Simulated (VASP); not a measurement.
Write the native input for VASP 6.6.1 that does the following.

* Task: single point
* Functional: LDA
* Potentials or basis: VASP PAW LDA potentials, release 64 (Mg, O)
* Cutoff: 520 eV
* k mesh: 6 × 6 × 6
* Occupations: gaussian, width 0.01 eV
* Spin: no spin polarisation
* Dipole correction: no
* Further INCAR settings: ALGO = Normal; EDIFF = 1e-07; NBANDS = 11

The structure of MgO (Periclase) lies in POSCAR:

```
MgO
1.0
   -0.0103800000      2.1340300000      2.0785000000
    2.0860000000     -0.0171000000      2.0852200000
    2.0729500000      2.1276900000     -0.0040400000
Mg O
1 1
Direct
    0.9960300000      0.0476900000      0.9449100000
    0.5151634576      0.5618159294      0.4695225680
```

One way to write it, as run:

INCAR

```
ALGO = Normal ; EDIFF = 1E-7
ENCUT = 520 ; GGA = CA
ISIF = 2 ; ISMEAR = 0
LASPH = T ; LCHARG = F
LREAL = F ; LWAVE = F
NBANDS = 11 ; NELM = 100
PREC = Accurate ; SIGMA = 0.01
```

KPOINTS

```
k-points
0
Gamma
  6 6 6
```

Potentials or basis: VASP PAW LDA potentials, release 64 (Mg, O).

Launch:

```console
$ cat potpaw_LDA.64/Mg/POTCAR potpaw_LDA.64/O/POTCAR > POTCAR
$ mpirun -np 1 vasp_std > vasp.out
```

Results of the run:

```yaml
Pressure: -4.9 GPa
Largest_force: 0.718 eV/Å
Band_gap_on_the_k_mesh: 4.63 eV, direct
```

Caveat: the k points lie up to 0.43 Å⁻¹ apart.

It took 29 s on 1 thread of AMD EPYC 7R43 64-Core Processor (Zen 3), with other jobs on the host, peak memory 0.11 GiB.
